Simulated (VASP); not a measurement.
# Al2Cu (I4/mcm) in VASP: further runs

The runs below take Al2Cu through single point, with PBE.

All numbers are computed with VASP 6.6.1; they aren't measurements. Logs are shortened: lines on timing, memory, paths and dates and some standing lists are left out, and cuts for length are marked.

## (1) The cell of the first run

It takes space group I4/mcm (No. 140, tetragonal). Conventional cell: a = 6.067 Å, b = 6.067 Å, c = 4.975 Å, α = 90.00°, β = 90.00°, γ = 90.00°. Al (site symmetry m2m) has 4 Cu at 2.60 Å and 11 Al at 2.73 to 3.23 Å within 3.4 Å. Within 3.3 Å of Cu (site symmetry 422) lie 2 Cu at 2.49 Å and 8 Al at 2.60 Å.

## (2) Single point, PBE (z stretched by +2 %, then relaxed in part)

INCAR

```
SYSTEM = Al2Cu
  ALGO = Normal
  EDIFF = 1E-6
  ENCUT = 520
  GGA = PE
  ISIF = 2
  ISMEAR = -1
  LASPH = .TRUE.
  LCHARG = .FALSE.
  LREAL = .FALSE.
  LWAVE = .FALSE.
  NBANDS = 26
  NELM = 60
  PREC = Accurate
  SIGMA = 0.05
```

KPOINTS

```
k-points
0
G
  12 12 12
  0 0 0
```

POSCAR

```
Al2Cu
1.0
   -3.0335000000      3.0335000000      2.4872700000
    3.0335000000     -3.0335000000      2.4872700000
    3.0335000000      3.0335000000     -2.4872700000
Al Cu
4 2
Direct
    0.6591425878      0.1591425878      0.8182851756
    0.1591425878      0.3408574122      0.5000000000
    0.3408574122      0.8408574122      0.1817148244
    0.8408574122      0.6591425878      0.5000000000
    0.2500000000      0.2500000000      0.0000000000
    0.7500000000      0.7500000000      0.0000000000
```

Potentials or basis: VASP PAW PBE potentials, release 64 (Al, Cu).

Started as:

```bash
cat potpaw_PBE.64/Al/POTCAR potpaw_PBE.64/Cu/POTCAR > POTCAR
mpirun -np 1 vasp_std > vasp.out
```

OUTCAR:

```text
SYSTEM = Al2Cu
   EDIFF = 1E-6
   ENCUT = 520
   GGA = PE
   ISIF = 2
   ISMEAR = -1
   LASPH = .TRUE.
   LREAL = .FALSE.
   NELM = 60
   PREC = Accurate

 ion  position               nearest neighbor table
   1  0.659  0.159  0.818-   5 2.60   6 2.60   5 2.60   6 2.60   3 2.73   3 2.94   3 2.94   2 3.15
                             4 3.15   4 3.15   2 3.15   2 3.23   4 3.23   4 3.23   2 3.23
   2  0.159  0.341  0.500-   5 2.60   5 2.60   6 2.60   6 2.60   4 2.73   4 2.94   4 2.94   1 3.15
                             3 3.15   1 3.15   3 3.15   1 3.23   3 3.23   3 3.23   1 3.23
   3  0.341  0.841  0.182-   5 2.60   6 2.60   5 2.60   6 2.60   1 2.73   1 2.94   1 2.94   4 3.15
                             2 3.15   2 3.15   4 3.15   4 3.23   2 3.23   4 3.23   2 3.23
   4  0.841  0.659  0.500-   6 2.60   6 2.60   5 2.60   5 2.60   2 2.73   2 2.94   2 2.94   1 3.15
                             3 3.15   1 3.15   3 3.15   1 3.23   3 3.23   1 3.23   3 3.23
   5  0.250  0.250  0.000-   6 2.49   6 2.49   1 2.60   3 2.60   1 2.60   3 2.60   2 2.60   2 2.60
                             4 2.60   4 2.60
   6  0.750  0.750  0.000-   5 2.49   5 2.49   1 2.60   3 2.60   1 2.60   3 2.60   4 2.60   4 2.60
                             2 2.60   2 2.60

  LATTYP: Found a body centered tetragonal cell.
 ALAT       =     6.0670000000
 C/A-ratio  =     0.8199340696

  Lattice vectors:

 A1 = (  -3.0335000000,   3.0335000000,   2.4872700000)
 A2 = (   3.0335000000,  -3.0335000000,   2.4872700000)
 A3 = (   3.0335000000,   3.0335000000,  -2.4872700000)

Analysis of symmetry for initial positions (statically):
=====================================================================
 Subroutine PRICEL returns:
 Original cell was already a primitive cell.

 Routine SETGRP: Setting up the symmetry group for a
 body centered tetragonal supercell.

 Subroutine GETGRP returns: Found 16 space group operations
 (whereof  8 operations were pure point group operations)
 out of a pool of 16 trial point group operations.

The static configuration has the point symmetry C_4h.
 The point group associated with its full space group is D_4h.

Analysis of symmetry for dynamics (positions and initial velocities):
=====================================================================
 Subroutine PRICEL returns:
 Original cell was already a primitive cell.

 Routine SETGRP: Setting up the symmetry group for a
 body centered tetragonal supercell.

 Subroutine GETGRP returns: Found 16 space group operations
 (whereof  8 operations were pure point group operations)
 out of a pool of 16 trial point group operations.

The dynamic configuration has the point symmetry C_4h.
[... 113 lines left out ...]
   NFREE  =      0    steps in history (QN), initial steepest desc. (CG)
   ISIF   =      2    stress and relaxation
   ISYM   =      2    0-nonsym 1-usesym 2-fastsym
   POTIM  = 0.5000    time-step for ionic-motion
   TEBEG  =    0.0;   TEEND  =   0.0 temperature during run
   PSTRESS=    0.0 pullay stress
   NELECT =      34.0000    total number of electrons
   NUPDOWN=      -1.0000    fix difference up-down
   EMIN   =  10.00;   EMAX   =-10.00  energy-range for DOS
   EFERMI =   0.00;   METHOD = LEGACY
   ISMEAR =    -1;   SIGMA  =   0.05  broadening in eV -4-tet -1-fermi 0-gaus
   EFERMI_NEDOS =   21; number of points for ismear=-14 and -15
   IALGO  =     38    algorithm
   IMIX   =      4    mixing-type and parameters
     AMIX     =   0.40;   BMIX     =  1.00
     AMIX_MAG =   1.60;   BMIX_MAG =  1.00
  volume/ion in A,a.u.               =      15.26       102.97
  Fermi-wavevector in a.u.,A,eV,Ry     =   1.176732  2.223701 18.839957  1.384698
  Thomas-Fermi vector in A             =   2.313091
   LORBIT       =      0    0 simple, 1 ext, 2 COOP (PROOUT), +10 PAW based schemes
   GGA     = PE    functional components
   LHFCALC =     F    Hartree Fock is set to
   AEXX    =    0.0000 exact exchange contribution
   IVDW    =     0    specifies the selected vdW correction
   LEPSILON=     F    determine dielectric tensor
   LRPA    =     F    only Hartree local field effects (RPA)
 non-spin polarized calculation
  energy-cutoff  :      520.00
  volume of cell :       91.55
 maximum number of plane-waves:      2490
 NGX is ok and might be reduce to    40
   NGX = 19   NGY = 19   NGZ = 19

 number of electron      33.9999983 magnetization

 Free energy of the ion-electron system (eV)
  ---------------------------------------------------
  ext. energy  EPLUGINS =         0.00000000
  ---------------------------------------------------
  free energy    TOTEN  =       -23.36824742 eV

  energy without entropy =      -23.35162842  energy(sigma->0) =      -23.35993792

 E-fermi :   7.6876     XC(G=0): -10.7578

 val. band max:        7.6842653726   @ k =  -0.4167   0.2500   0.0833
 cond. band min:       7.6897558529   @ k =   0.5000   0.3333   0.0833
 fundamental gap:      0.0054904803
 Fermi energy:         7.6876071425

 k-point     1 :       0.0000    0.0000    0.0000
  band No.  band energies     occupation
      1      -2.8652      2.00000
      2       2.5370      2.00000
      3       2.7196      2.00000
      4       2.7196      2.00000
      5       2.8117      2.00000
      6       3.6267      2.00000
[... 685 lines left out ...]
     25      13.4967      0.00000
     26      14.7102      0.00000

 [... further k-points ...]

------------------------ aborting loop because EDIFF is reached ----------------------------------------

  FORCE on cell =-STRESS in cart. coord.  units (eV):
  Direction    XX          YY          ZZ          XY          YZ          ZX
  --------------------------------------------------------------------------------------
  -------------------------------------------------------------------------------------
  Total       -0.7471872     -0.7471872     -1.7779011      0.0000000     -0.0000000      0.0000000
  in kB      -13.0758252    -13.0758252    -31.1133856      0.0000000     -0.0000000      0.0000000
  external PRESSURE =     -19.0883453 kB  Pullay stress =       0.0000000 kB

 VOLUME and BASIS-vectors are now :
 -----------------------------------------------------------------------------
  energy-cutoff  :      520.00
  volume of cell :       91.55
      direct lattice vectors                 reciprocal lattice vectors
    -3.033500000  3.033500000  2.487270000     0.000000000  0.164826108  0.201023612
     3.033500000 -3.033500000  2.487270000     0.164826108  0.000000000  0.201023612
     3.033500000  3.033500000 -2.487270000     0.164826108  0.164826108  0.000000000

 POSITION                                       TOTAL-FORCE (eV/Angst)
 -----------------------------------------------------------------------------------
      0.96552      3.99902     -0.00000         0.002578      0.002578      0.000000
      2.06798      0.96552      0.00000        -0.002578      0.002578      0.000000
      2.06798     -0.96552      2.48727        -0.002578     -0.002578     -0.000000
      0.96552      2.06798      2.48727         0.002578     -0.002578     -0.000000
      0.00000      0.00000      1.24364         0.000000      0.000000      0.000000
      0.00000      0.00000      3.73090        -0.000000      0.000000      0.000000
 -----------------------------------------------------------------------------------
    total drift:                               -0.000000     -0.000000      0.000000

  FREE ENERGIE OF THE ION-ELECTRON SYSTEM (eV)
  ---------------------------------------------------
  free  energy   TOTEN  =       -23.3682474197 eV

  energy  without entropy=      -23.3516284218  energy(sigma->0) =      -23.35993792
```

OSZICAR:

```text
N       E                     dE             d eps       ncg     rms          rms(c)
DAV:   1     0.183746264624E+03    0.18375E+03   -0.13644E+04  8484   0.145E+03
DAV:   2    -0.164229668266E+02   -0.20017E+03   -0.18797E+03  8514   0.284E+02
DAV:   3    -0.276286842318E+02   -0.11206E+02   -0.10526E+02 10922   0.873E+01
DAV:   4    -0.279597666780E+02   -0.33108E+00   -0.32941E+00 12652   0.129E+01
DAV:   5    -0.279651706426E+02   -0.54040E-02   -0.54024E-02 12396   0.163E+00    0.214E+01
DAV:   6    -0.339330774051E+02   -0.59679E+01   -0.11030E+02 10340   0.278E+02    0.185E+01
DAV:   7    -0.239714250561E+02    0.99617E+01   -0.29673E+01 10482   0.107E+02    0.490E+00
DAV:   8    -0.233868245813E+02    0.58460E+00   -0.28560E+00 13332   0.357E+01    0.992E-01
DAV:   9    -0.233696903614E+02    0.17134E-01   -0.21997E-01 13550   0.331E+00    0.407E-01
DAV:  10    -0.233758255999E+02   -0.61352E-02   -0.16434E-02 13398   0.306E+00    0.662E-01
DAV:  11    -0.233681358628E+02    0.76897E-02   -0.23266E-02 11922   0.422E+00    0.589E-02
DAV:  12    -0.233682803671E+02   -0.14450E-03   -0.17210E-03 10738   0.242E-01    0.520E-02
DAV:  13    -0.233682788803E+02    0.14868E-05   -0.35837E-05 12266   0.463E-02    0.414E-02
DAV:  14    -0.233682468061E+02    0.32074E-04   -0.78020E-05 12446   0.246E-01    0.201E-03
DAV:  15    -0.233682474197E+02   -0.61358E-06   -0.73515E-06  9148   0.173E-02
   1 F= -.23368247E+02 E0= -.23359938E+02  d E =-.166190E-01
```

stdout:

```text
POSCAR found type information on POSCAR AlCu
 POSCAR found :  2 types and       6 ions
 scaLAPACK will be used
 LDA part: xc-table for (Slater+PW92), standard interpolation
 POSCAR, INCAR and KPOINTS ok, starting setup
 FFT: planning ... GRIDC
 FFT: planning ... GRID_SOFT
 FFT: planning ... GRID
 WAVECAR not read
 entering main loop
```

Wall time 7.8 min (1 thread of Oxide Virtual Turin-like, shared host); peak memory 0.43 GiB.

Results:

- Free energy: -23.3682 eV
- Pressure: -1.9 GPa
- Largest force: 0.004 eV/Å
- Band gap on the k mesh: zero (bands 17 and 18 overlap by 4.15 eV)

Forces on the atoms (eV/Å):
```
Al   0.003  0.003  0.000
Al  -0.003  0.003  0.000
Al  -0.003 -0.003  0.000
Al   0.003 -0.003  0.000
Cu   0.000  0.000  0.000
Cu   0.000  0.000  0.000
```

Caveat: the cell differs from its parent crystal (z stretched by +2 %, then relaxed in part).

## (3) Single point, PBE (z stretched by +3 %, then relaxed in part)

INCAR

```
SYSTEM = Al2Cu
PREC = Accurate
ENCUT = 520
EDIFF = 1E-6
ISMEAR = -1
SIGMA = 0.05
LREAL = .False.
LASPH = .True.
NELM = 60
ALGO = Normal
ISIF = 2
LWAVE = .False.
LCHARG = .False.
GGA = PE
NBANDS = 26
```

KPOINTS

```
regular mesh
0
Gamma
  12 12 12
  0 0 0
```

POSCAR

```
Al2Cu
1.0
   -3.0335000000      3.0335000000      2.5116550000
    3.0335000000     -3.0335000000      2.5116550000
    3.0335000000      3.0335000000     -2.5116550000
Al Cu
4 2
Direct
    0.6595777899      0.1595777899      0.8191555798
    0.1595777899      0.3404222101      0.5000000000
    0.3404222101      0.8404222101      0.1808444202
    0.8404222101      0.6595777899      0.5000000000
    0.2500000000      0.2500000000      0.0000000000
    0.7500000000      0.7500000000      0.0000000000
```

Potentials or basis: VASP PAW PBE potentials, release 64 (Al, Cu).

Started as:

```bash
cat potpaw_PBE.64/Al/POTCAR potpaw_PBE.64/Cu/POTCAR > POTCAR
mpirun -np 1 vasp_std > vasp.out
```

Run time: 6.7 min. Hardware: 1 thread of Oxide Virtual Turin-like, shared host; peak memory 0.43 GiB.

Results (log left out):

```
Free energy            : -23.3472 eV
Pressure               : -2.7 GPa
Largest force          : 0.007 eV/Å
Band gap on the k mesh : zero (bands 17 and 18 overlap by 4.03 eV)
```

Forces in eV/Å, atoms in the order of the input:
```
Al   0.005  0.005  0.000
Al  -0.005  0.005  0.000
Al  -0.005 -0.005  0.000
Al   0.005 -0.005  0.000
Cu   0.000  0.000  0.000
Cu   0.000  0.000  0.000
```

Stress tensor (GPa, compression positive):
```
-1.83  0.00  0.00
 0.00 -1.83  0.00
 0.00  0.00 -4.49
```

Levels at points of the mesh, in eV from the Fermi level:
```csv
k point,band 14,band 15,band 16,band 17,band 18,band 19,band 20,band 21
"(0.00, 0.00, 0.00)",-1.71,-1.44,-1.19,-1.19,-0.82,-0.47,0.17,1.18
"(0.50, 0.00, 0.00)",-2.94,-2.51,-2.51,0.33,0.33,3.94,3.94,4.16
"(0.50, 0.50, 0.00)",-2.74,-1.27,-1.20,-0.90,-0.81,0.95,1.39,4.70
"(0.50, 0.50, 0.50)",-3.18,-3.18,-1.87,2.44,2.96,2.96,3.31,3.73
```

Caveat: the cell differs from its parent crystal (z stretched by +3 %, then relaxed in part).

## (4) Single point, PBE (15.56 Å³/atom)

This run uses another cell than the first one, of 15.56 Å³/atom.

INCAR

```
SYSTEM = Al2Cu
PREC = Accurate ; ENCUT = 520
EDIFF = 1E-6 ; ISMEAR = -1
SIGMA = 0.05 ; LREAL = .FALSE.
LASPH = .TRUE. ; NELM = 80
ALGO = Normal ; ISIF = 2
LWAVE = .FALSE. ; LCHARG = .FALSE.
GGA = PE ; NBANDS = 26
```

KPOINTS

```
Automatic mesh
0
G
  12 12 12
  0 0 0
```

POSCAR

```
Al2Cu
1.0
   -3.0734190515      3.0734190515      2.4705892062
    3.0734190515     -3.0734190515      2.4705892062
    3.0734190515      3.0734190515     -2.4705892062
Al Cu
4 2
Direct
    0.6581000000      0.1581000000      0.8162000000
    0.1581000000      0.3419000000      0.5000000000
    0.3419000000      0.8419000000      0.1838000000
    0.8419000000      0.6581000000      0.5000000000
    0.2500000000      0.2500000000      0.0000000000
    0.7500000000      0.7500000000      0.0000000000
```

Started as:

```bash
cat potpaw_PBE.64/Al/POTCAR potpaw_PBE.64/Cu/POTCAR > POTCAR
mpirun -np 1 vasp_std > vasp.out
```

Run time: 9.8 min. Hardware: 1 thread of Oxide Virtual Turin-like, shared host; peak memory 0.43 GiB.

It converged, with:

```
Free energy            : -23.3430 eV
Pressure               : -3.7 GPa
Largest force          : 0.024 eV/Å
Band gap on the k mesh : zero (bands 17 and 18 overlap by 4.23 eV)
```

Forces in eV/Å, atoms in the order of the input:
```
Al   0.017  0.017  0.000
Al  -0.017  0.017  0.000
Al  -0.017 -0.017  0.000
Al   0.017 -0.017  0.000
Cu   0.000  0.000  0.000
Cu   0.000  0.000  0.000
```

Stress tensor (GPa, compression positive):
```
-3.74  0.00  0.00
 0.00 -3.74  0.00
 0.00  0.00 -3.56
```

Levels at points of the mesh, in eV from the Fermi level:
```
           k point  band 14  band 15  band 16  band 17  band 18  band 19  band 20  band 21
(0.00, 0.00, 0.00)    -1.90    -1.21    -1.07    -1.07    -0.77    -0.50     0.11     1.31
(0.50, 0.00, 0.00)    -2.96    -2.50    -2.50     0.23     0.23     3.91     3.91     4.22
(0.50, 0.50, 0.00)    -2.63    -1.32    -1.20    -1.06    -0.64     0.73     1.17     4.60
(0.50, 0.50, 0.50)    -3.07    -3.07    -1.76     2.50     2.97     2.97     3.26     3.80
```

Caveat: the cell stands under tension.

## (5) The runs side by side

| cell | gap on the mesh (eV) | pressure (GPa) | largest force (eV/Å) |
| --- | --- | --- | --- |
| a = 4.959 Å, angles 104.6, 104.6, 119.8°, 6 atoms, atomic positions A | none | -1.9 | - |
| a = 4.971 Å, angles 104.8, 104.8, 119.3°, 6 atoms, atomic positions B | none | -2.7 | 0.01 |
| a = 5.000 Å, angles 104.1, 104.1, 120.8°, 6 atoms, atomic positions C | none | -3.7 | 0.02 |

Alike in all rows: task single point; level PBE; potentials or basis VASP PAW PBE potentials, release 64 (Al, Cu); no spin polarisation; k mesh 12 × 12 × 12; cutoff (eV) 520; smearing fermi-dirac 0.05 eV.

Caveats: the cell stands under tension (at least some runs).

Absolute energies hang on the potentials; compare differences alone.
